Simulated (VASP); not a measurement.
A run of VASP 6.6.1:

Contents of INCAR:

```
SYSTEM = Cu2IBr
PREC     = Accurate       ! precision mode
ENCUT    = 520            ! plane-wave cutoff, eV
EDIFF    = 1E-7           ! SCF threshold, eV
ISMEAR   = -1             ! smearing method
SIGMA    = 0.05           ! smearing width, eV
LREAL    = .False.        ! projectors in reciprocal space
LASPH    = .True.         ! aspherical terms in the spheres
NELM     = 150            ! most SCF steps
ALGO     = Normal         ! electronic algorithm
ISIF     = 2              ! what is computed and relaxed
LWAVE    = .False.        ! write WAVECAR
LCHARG   = .False.        ! write CHGCAR
LMAXMIX  = 4              ! l up to which the mixer works
LDAU     = .True.         ! DFT+U
LDAUTYPE = 2            
LDAUL    = -1 -1 2        ! shell
LDAUU    = 0 0 3          ! U, eV
LDAUJ    = 0 0 0        
LDAUPRINT= 1            
NBANDS   = 26             ! bands
```

The input KPOINTS:

```
Automatic mesh
0
Gamma
  8 8 8
  0 0 0
```

The input POSCAR:

```
Cu2IBr
1.0
    1.9685310750      1.1365319461      6.3876248825
   -1.9685310750      1.1365319461      6.3876248825
    0.0000000000     -2.2730638921      6.3876248825
I Br Cu
1 1 2
Direct
    0.0000000000      0.0000000000      0.0000000000
    0.5000000000      0.5000000000      0.5000000000
    0.2490310000      0.2490310000      0.2490310000
    0.7509690000      0.7509690000      0.7509690000
```

Potentials or basis: VASP PAW LDA potentials, release 64 (I, Br, Cu).

Launch:

```sh
$ cat potpaw_LDA.64/I/POTCAR potpaw_LDA.64/Br/POTCAR potpaw_LDA.64/Cu/POTCAR > POTCAR
$ mpirun -np 1 vasp_std > vasp.out
```

Hardware: 1 thread of Intel(R) Xeon(R) 6975P-C (Granite Rapids), on a shared host.

Q: Estimate the wall time of this run.

A: Run time: 2.9 min on 1 thread of Intel(R) Xeon(R) 6975P-C (Granite Rapids), with other jobs on the host, peak memory 0.37 GiB. Counts: scf iterations 15, k points 65.
